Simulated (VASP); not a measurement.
# SiO2 (P4_32_12) in VASP: a series of runs

SiO2 is run at these levels: r2SCAN; tasks: single point.

All numbers are computed with VASP 6.6.1; they aren't measurements. Logs are shortened: lines on timing, memory, paths and dates and some standing lists are left out, and cuts for length are marked.

## (1) The cell of the first run

The structure is tetragonal, space group P4_32_12 (No. 96). Conventional cell: a = 4.832 Å, b = 4.832 Å, c = 6.858 Å, α = 90.00°, β = 90.00°, γ = 90.00°. Si (site symmetry 2) has 4 O at 1.61 Å within 2.1 Å. O (site symmetry 1) has 2 Si at 1.61 Å within 2.1 Å.

## (2) Single point, r2SCAN (biaxial strain in the a-b plane: -3.0 %, then relaxed in part)

The input, POSCAR:

```
SiO2
1.0
    4.8321283845      0.0000000000      0.0000000000
    0.0000000000      4.8321283845      0.0000000000
    0.0000000000      0.0000000000      6.8579996190
Si O
4 8
Direct
    0.1866825859      0.1866825859      0.0000000000
    0.3133174141      0.6866825859      0.7500000000
    0.6866825859      0.3133174141      0.2500000000
    0.8133174141      0.8133174141      0.5000000000
    0.6321820168      0.7340600600      0.6897472143
    0.3678179832      0.2659399400      0.1897472143
    0.7340600600      0.6321820168      0.3102527857
    0.2340600600      0.8678179832      0.9397472143
    0.2659399400      0.3678179832      0.8102527857
    0.1321820168      0.7659399400      0.5602527857
    0.8678179832      0.2340600600      0.0602527857
    0.7659399400      0.1321820168      0.4397472143
```

The input, INCAR.step1:

```
PREC = Accurate
ENCUT = 520
ISMEAR = 0
SIGMA = 0.02
LREAL = F
LASPH = T
NELM = 60
NBANDS = 44
GGA = PE
ALGO = Normal
EDIFF = 1E-4
LWAVE = T
LCHARG = F
```

The input, INCAR.step2:

```
PREC = Accurate
ENCUT = 520
EDIFF = 1E-6
ISMEAR = 0
SIGMA = 0.02
LREAL = F
LASPH = T
NELM = 60
ALGO = Normal
ISIF = 2
LWAVE = F
LCHARG = F
METAGGA = R2SCAN
LMIXTAU = T
NBANDS = 44
ISTART = 1
```

The input, KPOINTS:

```
regular mesh
0
Gamma
  6 6 4
```

Potentials or basis: VASP PAW PBE potentials, release 64 (Si, O).

Command:

```
$ cat potpaw_PBE.64/Si/POTCAR potpaw_PBE.64/O/POTCAR > POTCAR
$ cp INCAR.step1 INCAR
$ mpirun -np 1 vasp_std > vasp.out
$ cp INCAR.step2 INCAR
$ mpirun -np 1 vasp_std > vasp.out
```

OUTCAR:

```text
PREC = Accurate
   ENCUT = 520
   EDIFF = 1E-6
   ISMEAR = 0
   LREAL = F
   LASPH = T
   NELM = 60
   ISIF = 2
   METAGGA = R2SCAN
   ISTART = 1

 ion  position               nearest neighbor table
   1  0.187  0.187  0.000-   8 1.61  11 1.61   9 1.61   6 1.61   2 3.03   3 3.03   2 3.03   3 3.03

   2  0.313  0.687  0.750-   5 1.61   9 1.61   8 1.61  10 1.61   1 3.03   4 3.03   1 3.03   4 3.03

   3  0.687  0.313  0.250-   6 1.61   7 1.61  11 1.61  12 1.61   1 3.03   4 3.03   4 3.03   1 3.03

   4  0.813  0.813  0.500-  10 1.61  12 1.61   5 1.61   7 1.61   2 3.03   3 3.03   3 3.03   2 3.03

   5  0.632  0.734  0.690-   2 1.61   4 1.61
   6  0.368  0.266  0.190-   3 1.61   1 1.61
   7  0.734  0.632  0.310-   3 1.61   4 1.61
   8  0.234  0.868  0.940-   1 1.61   2 1.61
   9  0.266  0.368  0.810-   2 1.61   1 1.61
  10  0.132  0.766  0.560-   4 1.61   2 1.61
  11  0.868  0.234  0.060-   1 1.61   3 1.61
  12  0.766  0.132  0.440-   4 1.61   3 1.61

  LATTYP: Found a simple tetragonal cell.
 ALAT       =     4.8321283845
 C/A-ratio  =     1.4192502917

  Lattice vectors:

 A1 = (   4.8321283845,   0.0000000000,   0.0000000000)
 A2 = (   0.0000000000,   4.8321283845,   0.0000000000)
 A3 = (   0.0000000000,   0.0000000000,   6.8579996190)

Analysis of symmetry for initial positions (statically):
=====================================================================
 Subroutine PRICEL returns:
 Original cell was already a primitive cell.

 Routine SETGRP: Setting up the symmetry group for a
 simple tetragonal supercell.

 Subroutine GETGRP returns: Found  8 space group operations
 (whereof  2 operations were pure point group operations)
 out of a pool of 16 trial point group operations.

The static configuration has the point symmetry C_2 .
 The point group associated with its full space group is D_4 .

Analysis of symmetry for dynamics (positions and initial velocities):
=====================================================================
 Subroutine PRICEL returns:
 Original cell was already a primitive cell.

 Routine SETGRP: Setting up the symmetry group for a
 simple tetragonal supercell.

 Subroutine GETGRP returns: Found  8 space group operations
 (whereof  2 operations were pure point group operations)
 out of a pool of 16 trial point group operations.

The dynamic configuration has the point symmetry C_2 .
 The point group associated with its full space group is D_4 .

 Subroutine INISYM returns: Found  8 space group operations
 (whereof  2 operations are pure point group operations),
 and found     1 'primitive' translations

----------------------------------------------------------------------------------------

                                     Primitive cell

  volume of cell :     160.1306

  direct lattice vectors                    reciprocal lattice vectors
     4.832128384  0.000000000  0.000000000     0.206948144  0.000000000  0.000000000
     0.000000000  4.832128384  0.000000000     0.000000000  0.206948144  0.000000000
     0.000000000  0.000000000  6.857999619     0.000000000  0.000000000  0.145815115

  length of vectors
     4.832128384  4.832128384  6.857999619     0.206948144  0.206948144  0.145815115

  position of ions in fractional coordinates (direct lattice)
     0.186682586  0.186682586  0.000000000
     0.313317414  0.686682586  0.750000000
     0.686682586  0.313317414  0.250000000
     0.813317414  0.813317414  0.500000000
     0.632182017  0.734060060  0.689747214
     0.367817983  0.265939940  0.189747214
     0.734060060  0.632182017  0.310252786
     0.234060060  0.867817983  0.939747214
     0.265939940  0.367817983  0.810252786
     0.132182017  0.765939940  0.560252786
     0.867817983  0.234060060  0.060252786
     0.765939940  0.132182017  0.439747214

  ion indices of the primitive-cell ions
   primitive index   ion index
                 1           1
                 2           2
                 3           3
                 4           4
                 5           5
                 6           6
                 7           7
                 8           8
                 9           9
                10          10
                11          11
                12          12

----------------------------------------------------------------------------------------

 KPOINTS: regular mesh

Automatic generation of k-mesh.
 Grid dimensions read from file:
 generate k-points for:    6    6    4

 Generating k-lattice:

  Cartesian coordinates                     Fractional coordinates (reciprocal lattice)
     0.034491357  0.000000000  0.000000000     0.166666667  0.000000000  0.000000000
     0.000000000  0.034491357  0.000000000     0.000000000  0.166666667  0.000000000
     0.000000000  0.000000000  0.036453779     0.000000000  0.000000000  0.250000000

  Length of vectors
     0.034491357  0.034491357  0.036453779

  Shift w.r.t. Gamma in fractional coordinates (k-lattice)
[... 63 lines left out ...]
 Gauss-broadening in eV      SIGMA  =   0.02
  energy-cutoff  :      520.00
  volume of cell :      160.13
 maximum number of plane-waves:      4360
 NGX is ok and might be reduce to    36
   NGX = 17   NGY = 17   NGZ = 25

 number of electron      63.9999982 magnetization

 Free energy of the ion-electron system (eV)
  ---------------------------------------------------
  ext. energy  EPLUGINS =         0.00000000
  ---------------------------------------------------
  free energy    TOTEN  =      -119.08170872 eV

  energy without entropy =     -119.08170872  energy(sigma->0) =     -119.08170872

 E-fermi :   0.2936     XC(G=0):  -9.3138

 val. band max:        0.1533735611   @ k =   0.0000   0.0000   0.0000
 cond. band min:       6.6703501949   @ k =   0.0000   0.0000   0.0000
 fundamental gap:      6.5169766338
 Fermi energy:         0.2935574328

 k-point     1 :       0.0000    0.0000    0.0000
  band No.  band energies     occupation
      1     -20.3277      2.00000
      2     -19.4096      2.00000
      3     -19.4096      2.00000
      4     -18.2946      2.00000
      5     -18.1363      2.00000
      6     -18.1350      2.00000
[... 36 lines left out ...]
     43      12.9731      0.00000
     44      13.2506      0.00000

 k-point     2 :       0.1667    0.0000    0.0000
  band No.  band energies     occupation
      1     -20.2643      2.00000
      2     -19.4608      2.00000
      3     -19.3367      2.00000
      4     -18.2971      2.00000
      5     -18.2412      2.00000
      6     -18.1665      2.00000
[... 36 lines left out ...]
     43      12.8882      0.00000
     44      12.9325      0.00000

 k-point     3 :       0.3333    0.0000    0.0000
  band No.  band energies     occupation
      1     -20.0890      2.00000
      2     -19.6157      2.00000
      3     -19.1304      2.00000
      4     -18.5020      2.00000
      5     -18.2993      2.00000
      6     -18.2371      2.00000
[... 36 lines left out ...]
     43      12.3372      0.00000
     44      12.9826      0.00000

 k-point     4 :       0.5000    0.0000    0.0000
  band No.  band energies     occupation
      1     -19.8483      2.00000
      2     -19.8483      2.00000
      3     -18.8295      2.00000
      4     -18.8295      2.00000
      5     -18.2851      2.00000
      6     -18.2851      2.00000
[... 882 lines left out ...]
     43      12.6461      0.00000
     44      12.6461      0.00000

 k-point    23 :       0.3333    0.0000    0.5000
  band No.  band energies     occupation
      1     -19.9092      2.00000
      2     -19.9092      2.00000
      3     -18.7884      2.00000
      4     -18.7884      2.00000
      5     -18.2401      2.00000
      6     -18.2401      2.00000
[... 36 lines left out ...]
     43      12.6519      0.00000
     44      12.6519      0.00000

 k-point    24 :       0.5000    0.0000    0.5000
  band No.  band energies     occupation
      1     -19.8401      2.00000
      2     -19.8401      2.00000
      3     -18.8572      2.00000
      4     -18.8572      2.00000
      5     -18.2651      2.00000
      6     -18.2651      2.00000
[... 36 lines left out ...]
     43      12.6639      0.00000
     44      12.6639      0.00000

 [... further k-points ...]

------------------------ aborting loop because EDIFF is reached ----------------------------------------

  FORCE on cell =-STRESS in cart. coord.  units (eV):
  Direction    XX          YY          ZZ          XY          YZ          ZX
  --------------------------------------------------------------------------------------
  -------------------------------------------------------------------------------------
  Total        2.3120328      2.3120328      0.2214938      0.0000000      0.0000000      0.0000000
  in kB       23.1329058     23.1329058      2.2161434      0.0000000      0.0000000      0.0000000
  external PRESSURE =      16.1606517 kB  Pullay stress =       0.0000000 kB

 VOLUME and BASIS-vectors are now :
 -----------------------------------------------------------------------------
  energy-cutoff  :      520.00
  volume of cell :      160.13
      direct lattice vectors                 reciprocal lattice vectors
     4.832128384  0.000000000  0.000000000     0.206948144  0.000000000  0.000000000
     0.000000000  4.832128384  0.000000000     0.000000000  0.206948144  0.000000000
     0.000000000  0.000000000  6.857999619     0.000000000  0.000000000  0.145815115

 POSITION                                       TOTAL-FORCE (eV/Angst)
 -----------------------------------------------------------------------------------
      0.90207      0.90207      0.00000        -0.022435     -0.022435      0.000000
      1.51399      3.31814      5.14350         0.022435     -0.022435     -0.000000
      3.31814      1.51399      1.71450        -0.022435      0.022435     -0.000000
      3.93005      3.93005      3.42900         0.022435      0.022435      0.000000
      3.05478      3.54707      4.73029         0.004343     -0.000669      0.000633
      1.77734      1.28506      1.30129        -0.004343      0.000669      0.000633
      3.54707      3.05478      2.12771        -0.000669      0.004343     -0.000633
      1.13101      4.19341      6.44479        -0.000669     -0.004343      0.000633
      1.28506      1.77734      5.55671         0.000669     -0.004343     -0.000633
      0.63872      3.70112      3.84221         0.004343      0.000669     -0.000633
      4.19341      1.13101      0.41321        -0.004343     -0.000669     -0.000633
      3.70112      0.63872      3.01579         0.000669      0.004343      0.000633
 -----------------------------------------------------------------------------------
    total drift:                               -0.000000      0.000000     -0.000000

  FREE ENERGIE OF THE ION-ELECTRON SYSTEM (eV)
  ---------------------------------------------------
  free  energy   TOTEN  =      -119.0817087168 eV

  energy  without entropy=     -119.0817087168  energy(sigma->0) =     -119.08170872
```

It took 16 min on 1 thread of Intel Xeon 8259CL, shared host; peak memory 0.36 GiB.

What came out:

| Property | Result |
| --- | --- |
| Free energy | -119.0817 eV |
| Pressure | 1.6 GPa |
| Largest force | 0.032 eV/Å |
| Band gap on the k mesh | 6.52 eV |

Forces in eV/Å, atoms in the order of the input:
```
Si  -0.022 -0.022  0.000
Si   0.022 -0.022  0.000
Si  -0.022  0.022  0.000
Si   0.022  0.022  0.000
O    0.004 -0.001  0.001
O   -0.004  0.001  0.001
O   -0.001  0.004 -0.001
O   -0.001 -0.004  0.001
O    0.001 -0.004 -0.001
O    0.004  0.001 -0.001
O   -0.004 -0.001 -0.001
O    0.001  0.004  0.001
```

Stress tensor (GPa, compression positive):
```
2.31 0.00 0.00
0.00 2.31 0.00
0.00 0.00 0.22
```

Caveat: the cell differs from its parent crystal (biaxial strain in the a-b plane: -3.0 %, then relaxed in part); the PAW data sets were made with another functional, which shifts forces and pressure a little.

## (3) Single point, r2SCAN

POSCAR is that of step 2.

The input, INCAR.step1:

```
SYSTEM = SiO2
PREC = Accurate
ENCUT = 520
ISMEAR = 0
SIGMA = 0.02
LREAL = .False.
LASPH = .True.
NELM = 100
NBANDS = 44
GGA = PE
ALGO = Normal
EDIFF = 1E-4
LWAVE = .True.
LCHARG = .False.
```

The input, INCAR.step2:

```
SYSTEM = SiO2
PREC = Accurate
ENCUT = 520
EDIFF = 1E-7
ISMEAR = 0
SIGMA = 0.02
LREAL = .False.
LASPH = .True.
NELM = 100
ALGO = Normal
ISIF = 2
LWAVE = .False.
LCHARG = .False.
METAGGA = R2SCAN
LMIXTAU = .True.
NBANDS = 44
ISTART = 1
```

The input, KPOINTS:

```
regular mesh
0
Gamma
  6 6 4
  0 0 0
```

Potentials or basis: VASP PAW PBE potentials, release 64 (Si, O).

Command:

```
$ cat potpaw_PBE.64/Si/POTCAR potpaw_PBE.64/O/POTCAR > POTCAR
$ cp INCAR.step1 INCAR
$ mpirun -np 1 vasp_std > vasp.out
$ cp INCAR.step2 INCAR
$ mpirun -np 1 vasp_std > vasp.out
```

Wall time 17 min (1 thread of Intel Xeon 8259CL, shared host); peak memory 0.36 GiB.

Results (log left out):

```yaml
Free_energy: -119.0817 eV
Pressure: 1.6 GPa
Largest_force: 0.032 eV/Å
Band_gap_on_the_k_mesh: 6.52 eV
```

Forces on the atoms (eV/Å):
```
Si  -0.022 -0.022  0.000
Si   0.022 -0.022  0.000
Si  -0.022  0.022  0.000
Si   0.022  0.022  0.000
O    0.004 -0.001  0.001
O   -0.004  0.001  0.001
O   -0.001  0.004 -0.001
O   -0.001 -0.004  0.001
O    0.001 -0.004 -0.001
O    0.004  0.001 -0.001
O   -0.004 -0.001 -0.001
O    0.001  0.004  0.001
```

Stress tensor (GPa, compression positive):
```
2.31 0.00 0.00
0.00 2.31 0.00
0.00 0.00 0.22
```

Levels at points of the mesh, in eV from the valence-band top:
```
           k point  band 30  band 31  band 32  band 33  band 34  band 35
(0.00, 0.00, 0.00)    -0.38    -0.38     0.00     6.52     9.73     9.73
(0.50, 0.00, 0.00)    -0.69    -0.48    -0.48     8.73     8.73    10.16
(0.50, 0.50, 0.00)    -0.59    -0.51    -0.51     9.65     9.65     9.78
(0.00, 0.00, 0.50)    -0.58    -0.34    -0.34     7.88     7.88    10.25
(0.50, 0.00, 0.50)    -0.92    -0.21    -0.21     9.16     9.16    10.01
(0.50, 0.50, 0.50)    -0.55    -0.55    -0.55    10.15    10.15    10.15
```

Caveat: the PAW data sets were made with another functional, which shifts forces and pressure a little. A k mesh can miss the band edges.

## (4) Single point, r2SCAN (equal strain along all axes, cell held: +3.0 %, then relaxed in part)

The input, POSCAR:

```
SiO2
1.0
    5.1310229255      0.0000000000      0.0000000000
    0.0000000000      5.1310229255      0.0000000000
    0.0000000000      0.0000000000      7.1283194797
Si O
4 8
Direct
    0.2144028159      0.2144028159      0.0000000000
    0.2855971841      0.7144028159      0.7500000000
    0.7144028159      0.2855971841      0.2500000000
    0.7855971841      0.7855971841      0.5000000000
    0.5751913331      0.7440754621      0.6651112384
    0.4248086669      0.2559245379      0.1651112384
    0.7440754621      0.5751913331      0.3348887616
    0.2440754621      0.9248086669      0.9151112384
    0.2559245379      0.4248086669      0.8348887616
    0.0751913331      0.7559245379      0.5848887616
    0.9248086669      0.2440754621      0.0848887616
    0.7559245379      0.0751913331      0.4151112384
```

The input, INCAR.step1:

```
SYSTEM = SiO2
  PREC = Accurate
  ENCUT = 520
  ISMEAR = 0
  SIGMA = 0.02
  LREAL = .False.
  LASPH = .True.
  NELM = 80
  NBANDS = 44
  GGA = PE
  ALGO = Normal
  EDIFF = 1E-4
  LWAVE = .True.
  LCHARG = .False.
```

The input, INCAR.step2:

```
SYSTEM = SiO2
  PREC = Accurate
  ENCUT = 520
  EDIFF = 1E-7
  ISMEAR = 0
  SIGMA = 0.02
  LREAL = .False.
  LASPH = .True.
  NELM = 80
  ALGO = Normal
  ISIF = 2
  LWAVE = .False.
  LCHARG = .True.
  METAGGA = R2SCAN
  LMIXTAU = .True.
  LELF = .True.
  LVHAR = .True.
  NBANDS = 44
  ISTART = 1
```

The input, KPOINTS:

```
Automatic mesh
0
Gamma
  6 6 4
  0 0 0
```

Command:

```
$ cat potpaw_PBE.64/Si/POTCAR potpaw_PBE.64/O/POTCAR > POTCAR
$ cp INCAR.step1 INCAR
$ mpirun -np 1 vasp_std > vasp.out
$ cp INCAR.step2 INCAR
$ mpirun -np 1 vasp_std > vasp.out
```

Run time: 15 min. Hardware: 1 thread of Oxide Virtual Turin-like, shared host; peak memory 0.38 GiB.

The run converged. Its results:

| Item | Value |
| --- | --- |
| Free energy | -119.1326 eV |
| Pressure | -1.0 GPa |
| Largest force | 0.024 eV/Å |
| Band gap on the k mesh | 6.15 eV |

Forces in eV/Å, atoms in the order of the input:
```
Si  -0.017 -0.017  0.000
Si   0.017 -0.017  0.000
Si  -0.017  0.017  0.000
Si   0.017  0.017  0.000
O    0.003  0.003 -0.007
O   -0.003 -0.003 -0.007
O    0.003  0.003  0.007
O    0.003 -0.003 -0.007
O   -0.003 -0.003  0.007
O    0.003 -0.003  0.007
O   -0.003  0.003  0.007
O   -0.003  0.003 -0.007
```

Stress tensor (GPa, compression positive):
```
-1.17  0.00  0.00
 0.00 -1.17  0.00
 0.00  0.00 -0.57
```

Levels at points of the mesh, in eV from the valence-band top:
```csv
k point,band 30,band 31,band 32,band 33,band 34,band 35
"(0.00, 0.00, 0.00)",-0.19,-0.19,0.00,6.15,9.34,9.34
"(0.50, 0.00, 0.00)",-0.68,-0.42,-0.42,8.14,8.14,9.84
"(0.50, 0.50, 0.00)",-0.63,-0.60,-0.60,9.18,9.18,9.29
"(0.00, 0.00, 0.50)",-0.48,-0.43,-0.43,7.31,7.31,10.06
"(0.50, 0.00, 0.50)",-0.97,-0.12,-0.12,8.62,8.62,9.08
"(0.50, 0.50, 0.50)",-0.71,-0.71,-0.71,9.65,9.65,9.65
```

Caveat: the cell differs from its parent crystal (equal strain along all axes, cell held: +3.0 %, then relaxed in part); the PAW data sets were made with another functional, which shifts forces and pressure a little. A k mesh can miss the band edges.
